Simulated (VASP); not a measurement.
Set up this calculation in VASP 6.6.1, as the native input.

```yaml
Task: single point
Functional: BLYP
Potentials_or_basis: VASP PAW PBE potentials, release 64 (Lu)
Cutoff: 520 eV
k_mesh: 19 × 19 × 19
Occupations: fermi-dirac, width 0.1 eV
Spin: no spin polarisation
Dipole_correction: no
Further_INCAR_settings: ALGO = Normal; EDIFF = 1e-06; NBANDS = 18
```

The structure of Lu lies in POSCAR:

```
Lu
1.0
   -1.9623822379      1.9623822379      1.9623822379
    1.9623822379     -1.9623822379      1.9623822379
    1.9623822379      1.9623822379     -1.9623822379
Lu
1
Direct
    0.0000000000      0.0000000000      0.0000000000
```

One way to write it, as run:

INCAR

```
SYSTEM = Lu
PREC = Accurate ; ENCUT = 520
EDIFF = 1E-6 ; ISMEAR = -1
SIGMA = 0.1 ; LREAL = .FALSE.
LASPH = .TRUE. ; NELM = 80
ALGO = Normal ; ISIF = 2
LWAVE = .FALSE. ; LCHARG = .TRUE.
GGA = B5 ; ALDAX = 1.0
AGGAX = 1.0 ; AGGAC = 1.0
ALDAC = 0.0 ; LELF = .TRUE.
LVHAR = .TRUE. ; NBANDS = 18
```

KPOINTS

```
Automatic mesh
0
G
  19 19 19
  0 0 0
```

Potentials or basis: VASP PAW PBE potentials, release 64 (Lu).

Command:

```console
$ cat potpaw_PBE.64/Lu/POTCAR > POTCAR
$ mpirun -np 1 vasp_std > vasp.out
```

Results of the run:

| Property | Result |
| --- | --- |
| Pressure | 0.2 GPa |

Caveat: the PAW data sets were made with another functional, which shifts forces and pressure a little.

It took 100 s on 1 thread of Intel(R) Xeon(R) Platinum 8259CL CPU @ 2.50GHz (Skylake/Cascade Lake) (shared host), peak memory 0.26 GiB.
